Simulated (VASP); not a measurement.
# TiO2 (I4_1/amd) in VASP: a series of runs, part 2 of 2

VASP 6.6.1. Earlier steps stand in the parts before.

## Step 3: Single point, r2SCAN

This run uses another cell than the first one, of 11.40 Å³/atom.

Input file POSCAR:

```
TiO2
1.0
    3.7777089788      0.0000000000      0.0000000000
    0.0000000000      3.7777089788      0.0000000000
    0.0000000000      0.0000000000      9.5840256423
Ti O
4 8
Direct
    0.0000000000      0.5000000000      0.7500000000
    0.5000000000      0.5000000000      0.0000000000
    0.5000000000      0.0000000000      0.2500000000
    0.0000000000      0.0000000000      0.5000000000
    0.0000000000      0.5000000000      0.9572470736
    0.5000000000      0.5000000000      0.7927529264
    0.5000000000      0.0000000000      0.0427529264
    0.0000000000      0.0000000000      0.7072470736
    0.5000000000      0.0000000000      0.4572470736
    0.0000000000      0.0000000000      0.2927529264
    0.0000000000      0.5000000000      0.5427529264
    0.5000000000      0.5000000000      0.2072470736
```

Input file INCAR.step1:

```
SYSTEM = TiO2
  ALGO = Normal
  EDIFF = 1E-4
  ENCUT = 520
  GGA = PE
  ISMEAR = 0
  LASPH = .TRUE.
  LCHARG = .FALSE.
  LREAL = .FALSE.
  LWAVE = .TRUE.
  NBANDS = 60
  NELM = 100
  PREC = Accurate
  SIGMA = 0.02
```

Input file INCAR.step2:

```
SYSTEM = TiO2
  ALGO = Normal
  EDIFF = 1E-6
  ENCUT = 520
  ISIF = 2
  ISMEAR = 0
  ISTART = 1
  LASPH = .TRUE.
  LCHARG = .TRUE.
  LELF = .TRUE.
  LMIXTAU = .TRUE.
  LREAL = .FALSE.
  LVHAR = .TRUE.
  LWAVE = .FALSE.
  METAGGA = R2SCAN
  NBANDS = 60
  NELM = 100
  PREC = Accurate
  SIGMA = 0.02
```

Input file KPOINTS:

```
k-points
0
G
  6 6 4
  0 0 0
```

Potentials or basis: VASP PAW PBE potentials, release 64 (Ti_sv, O).

The run is started by

```console
cat potpaw_PBE.64/Ti_sv/POTCAR potpaw_PBE.64/O/POTCAR > POTCAR
cp INCAR.step1 INCAR
mpirun -np 1 vasp_std > vasp.out
cp INCAR.step2 INCAR
mpirun -np 1 vasp_std > vasp.out
```

It took 14 min on 1 thread of AMD EPYC 9R45 (Zen 5), shared host; peak memory 0.32 GiB.

It converged, with:

```
Free energy            : -139.7152 eV
Pressure               : 1.2 GPa
Largest force          : 0.035 eV/Å
Band gap on the k mesh : 2.60 eV
```

Forces on the atoms (eV/Å):
```
Ti   0.000  0.000  0.000
Ti   0.000  0.000  0.000
Ti   0.000  0.000  0.000
Ti   0.000  0.000  0.000
O    0.000  0.000  0.035
O    0.000  0.000 -0.035
O    0.000  0.000 -0.035
O    0.000  0.000  0.035
O    0.000  0.000  0.035
O    0.000  0.000 -0.035
O    0.000  0.000 -0.035
O    0.000  0.000  0.035
```

Stress tensor (GPa, compression positive):
```
1.30 0.00 0.00
0.00 1.30 0.00
0.00 0.00 1.09
```

Levels at points of the mesh, in eV from the valence-band top:
| k point | band 46 | band 47 | band 48 | band 49 | band 50 | band 51 |
| --- | --- | --- | --- | --- | --- | --- |
| (0.00, 0.00, 0.00) | -0.43 | -0.08 | -0.08 | 2.60 | 2.95 | 2.95 |
| (0.50, 0.00, 0.00) | -0.86 | -0.83 | -0.83 | 3.86 | 3.86 | 3.89 |
| (0.50, 0.50, 0.00) | 0.00 | 0.00 | 0.00 | 3.78 | 3.78 | 3.78 |
| (0.00, 0.00, 0.50) | -0.19 | -0.19 | -0.19 | 2.70 | 2.70 | 3.21 |
| (0.50, 0.00, 0.50) | -0.83 | -0.64 | -0.64 | 3.73 | 3.73 | 4.00 |
| (0.50, 0.50, 0.50) | -0.19 | -0.19 | -0.19 | 4.01 | 4.01 | 4.01 |

Caveat: the PAW data sets were made with another functional, which shifts forces and pressure a little. A k mesh can miss the band edges.

## Step 4: Single point, r2SCAN

This run uses another cell than the first one, of 11.47 Å³/atom.

Input file POSCAR:

```
TiO2
1.0
    3.8154860686      0.0000000000      0.0000000000
    0.0000000000      3.8154860686      0.0000000000
    0.0000000000      0.0000000000      9.4512680673
Ti O
4 8
Direct
    0.0000000000      0.5000000000      0.7500000000
    0.5000000000      0.5000000000      0.0000000000
    0.5000000000      0.0000000000      0.2500000000
    0.0000000000      0.0000000000      0.5000000000
    0.0000000000      0.5000000000      0.9589863273
    0.5000000000      0.5000000000      0.7910136727
    0.5000000000      0.0000000000      0.0410136727
    0.0000000000      0.0000000000      0.7089863273
    0.5000000000      0.0000000000      0.4589863273
    0.0000000000      0.0000000000      0.2910136727
    0.0000000000      0.5000000000      0.5410136727
    0.5000000000      0.5000000000      0.2089863273
```

Input file INCAR.step1:

```
SYSTEM = TiO2
PREC = Accurate
ENCUT = 520
ISMEAR = 0
SIGMA = 0.02
LREAL = .FALSE.
LASPH = .TRUE.
NELM = 60
NBANDS = 60
GGA = PE
ALGO = Normal
EDIFF = 1E-4
LWAVE = .TRUE.
LCHARG = .FALSE.
```

Input file INCAR.step2:

```
SYSTEM = TiO2
PREC = Accurate
ENCUT = 520
EDIFF = 1E-6
ISMEAR = 0
SIGMA = 0.02
LREAL = .FALSE.
LASPH = .TRUE.
NELM = 60
ALGO = Normal
ISIF = 2
LWAVE = .FALSE.
LCHARG = .FALSE.
METAGGA = R2SCAN
LMIXTAU = .TRUE.
NBANDS = 60
ISTART = 1
```

Input file KPOINTS:

```
Automatic mesh
0
G
  6 6 4
  0 0 0
```

The run is started by

```console
cat potpaw_PBE.64/Ti_sv/POTCAR potpaw_PBE.64/O/POTCAR > POTCAR
cp INCAR.step1 INCAR
mpirun -np 1 vasp_std > vasp.out
cp INCAR.step2 INCAR
mpirun -np 1 vasp_std > vasp.out
```

It took 8 min on 1 thread of Intel Xeon 6975P-C (Granite Rapids), shared host; peak memory 0.35 GiB.

The run converged. Its results:

```
Free energy            : -139.7023 eV
Pressure               : -0.8 GPa
Largest force          : 0.033 eV/Å
Band gap on the k mesh : 2.50 eV
```

Forces in eV/Å, atoms in the order of the input:
```
Ti   0.000  0.000  0.000
Ti   0.000  0.000  0.000
Ti   0.000  0.000  0.000
Ti   0.000  0.000  0.000
O    0.000  0.000  0.033
O    0.000  0.000 -0.033
O    0.000  0.000 -0.033
O    0.000  0.000  0.033
O    0.000  0.000  0.033
O    0.000  0.000 -0.033
O    0.000  0.000 -0.033
O    0.000  0.000  0.033
```

Stress tensor (GPa, compression positive):
```
-1.82  0.00  0.00
 0.00 -1.82  0.00
 0.00  0.00  1.18
```

Levels at points of the mesh, in eV from the valence-band top:
| k point | band 46 | band 47 | band 48 | band 49 | band 50 | band 51 |
| --- | --- | --- | --- | --- | --- | --- |
| (0.00, 0.00, 0.00) | -0.46 | -0.13 | -0.13 | 2.50 | 2.87 | 2.87 |
| (0.50, 0.00, 0.00) | -0.90 | -0.85 | -0.85 | 3.71 | 3.71 | 3.78 |
| (0.50, 0.50, 0.00) | 0.00 | 0.00 | 0.00 | 3.76 | 3.76 | 3.76 |
| (0.00, 0.00, 0.50) | -0.23 | -0.23 | -0.23 | 2.60 | 2.60 | 3.15 |
| (0.50, 0.00, 0.50) | -0.86 | -0.62 | -0.62 | 3.61 | 3.61 | 3.90 |
| (0.50, 0.50, 0.50) | -0.19 | -0.19 | -0.19 | 3.96 | 3.96 | 3.96 |

Caveat: the PAW data sets were made with another functional, which shifts forces and pressure a little. A k mesh can miss the band edges.

## Step 5: Single point, r2SCAN (biaxial strain in the a-b plane: +2.0 %, then relaxed in part)

Input file POSCAR:

```
TiO2
1.0
    3.8532631584      0.0000000000      0.0000000000
    0.0000000000      3.8532631584      0.0000000000
    0.0000000000      0.0000000000      9.3318353727
Ti O
4 8
Direct
    0.0000000000      0.5000000000      0.7500000000
    0.5000000000      0.5000000000      0.0000000000
    0.5000000000      0.0000000000      0.2500000000
    0.0000000000      0.0000000000      0.5000000000
    0.0000000000      0.5000000000      0.9605317334
    0.5000000000      0.5000000000      0.7894682666
    0.5000000000      0.0000000000      0.0394682666
    0.0000000000      0.0000000000      0.7105317334
    0.5000000000      0.0000000000      0.4605317334
    0.0000000000      0.0000000000      0.2894682666
    0.0000000000      0.5000000000      0.5394682666
    0.5000000000      0.5000000000      0.2105317334
```

Input file INCAR.step1:

```
  PREC = Accurate
  ENCUT = 520
  ISMEAR = 0
  SIGMA = 0.02
  LREAL = False
  LASPH = True
  NELM = 100
  NBANDS = 60
  GGA = PE
  ALGO = Normal
  EDIFF = 1E-4
  LWAVE = True
  LCHARG = False
```

Input file INCAR.step2:

```
  PREC = Accurate
  ENCUT = 520
  EDIFF = 1E-6
  ISMEAR = 0
  SIGMA = 0.02
  LREAL = False
  LASPH = True
  NELM = 100
  ALGO = Normal
  ISIF = 2
  LWAVE = False
  LCHARG = False
  METAGGA = R2SCAN
  LMIXTAU = True
  NBANDS = 60
  ISTART = 1
```

Input file KPOINTS:

```
regular mesh
0
Gamma
  6 6 4
```

The run is started by

```console
cat potpaw_PBE.64/Ti_sv/POTCAR potpaw_PBE.64/O/POTCAR > POTCAR
cp INCAR.step1 INCAR
mpirun -np 1 vasp_std > vasp.out
cp INCAR.step2 INCAR
mpirun -np 1 vasp_std > vasp.out
```

Run time: 8.9 min. Hardware: 1 thread of Intel Xeon 6975P-C (Granite Rapids), shared host; peak memory 0.36 GiB.

The run converged. Its results:

| Item | Value |
| --- | --- |
| Free energy | -139.6375 eV |
| Pressure | -2.9 GPa |
| Largest force | 0.043 eV/Å |
| Band gap on the k mesh | 2.41 eV |

Forces in eV/Å, atoms in the order of the input:
```
Ti   0.000  0.000  0.000
Ti   0.000  0.000  0.000
Ti   0.000  0.000  0.000
Ti   0.000  0.000  0.000
O    0.000  0.000  0.043
O    0.000  0.000 -0.043
O    0.000  0.000 -0.043
O    0.000  0.000  0.043
O    0.000  0.000  0.043
O    0.000  0.000 -0.043
O    0.000  0.000 -0.043
O    0.000  0.000  0.043
```

Stress tensor (GPa, compression positive):
```
-4.96  0.00  0.00
 0.00 -4.96  0.00
 0.00  0.00  1.24
```

Levels at points of the mesh, in eV from the valence-band top:
```tsv
k point	band 46	band 47	band 48	band 49	band 50	band 51
(0.00, 0.00, 0.00)	-0.49	-0.18	-0.18	2.41	2.80	2.80
(0.50, 0.00, 0.00)	-0.93	-0.88	-0.88	3.58	3.58	3.70
(0.50, 0.50, 0.00)	0.00	0.00	0.00	3.74	3.74	3.74
(0.00, 0.00, 0.50)	-0.26	-0.26	-0.26	2.52	2.52	3.09
(0.50, 0.00, 0.50)	-0.88	-0.60	-0.60	3.52	3.52	3.77
(0.50, 0.50, 0.50)	-0.20	-0.20	-0.20	3.91	3.91	3.91
```

Caveat: the cell differs from its parent crystal (biaxial strain in the a-b plane: +2.0 %, then relaxed in part); the PAW data sets were made with another functional, which shifts forces and pressure a little.

## Step 6: The runs side by side

```tsv
cell	gap on the mesh (eV)	pressure (GPa)	largest force (eV/Å)
a = 3.740, b = 3.740, c = 9.731 Å, 12 atoms, atomic positions A	2.72	3.2	0.02
a = 3.778, b = 3.778, c = 9.584 Å, 12 atoms, atomic positions B	2.60	1.2	0.04
a = 3.815, b = 3.815, c = 9.451 Å, 12 atoms, atomic positions C	2.50	-0.8	0.03
a = 3.853, b = 3.853, c = 9.332 Å, 12 atoms, atomic positions D	2.41	-2.9	0.04
```

Alike in all rows: task single point; level r2SCAN; potentials or basis VASP PAW PBE potentials, release 64 (Ti_sv, O); no spin polarisation; k mesh 6 × 6 × 4; cutoff (eV) 520; smearing gaussian 0.02 eV.

Caveats: the PAW data sets were made with another functional, which shifts forces and pressure a little; the cell stands under pressure (at least some runs).

Absolute energies hang on the potentials; compare differences alone.
